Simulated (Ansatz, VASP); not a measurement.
## Two plane-wave programs on MgS

```
Mg S
1.0
    -0.00171   -0.96441   -3.57151
    -1.84412   -3.02188   -1.09586
    -5.54250    2.98757    1.11260
Mg S
2 2
Direct
  0.49976 0.75025 0.74987
  0.49969 0.25041 0.24987
  0.00013 0.99965 0.00010
  0.00042 0.49969 0.50016
```

Change from the starting cell: cell x2, atoms moved at random (sigma 0.05 Å) and cell strained at random (1.5 %), then relaxed without symmetry.

Alike in both runs: functional PBE; k mesh 4 × 4 × 2; occupations gaussian, width 0.1 eV; no spin polarisation.

Ansatz relaxed the structure, and its values are those at the end. VASP's run is a single point on that final structure, the one shown.

|  | VASP | Ansatz |
| --- | --- | --- |
| version | VASP 6.6.1 | Ansatz 0.2.0 |
| potentials or method | VASP PAW PBE potentials, release 64 (Mg, S), cutoff 520 eV | scalar-relativistic, plane waves, PAW |
| valence electrons in the cell | 16 | 32 |

VASP gave:

```
gap on the k mesh at the Fermi level (eV) : 2.69
least direct gap on the mesh (eV)         : 3.27
pressure (GPa)                            : -0.3
rms of the force components (eV/Å)        : 0.003
```

Task: Estimate Ansatz's values.

Result: gap on the k mesh at the Fermi level (eV): 2.71; least direct gap on the mesh (eV): 3.29; pressure (GPa): 0.0; rms of the force components (eV/Å): 0.004.

VASP's potentials hold 16 valence electrons a cell and Ansatz's 32, so a difference there can come from the potentials and not from the codes.

The k mesh is coarse, so the values compare programs but aren't converged.
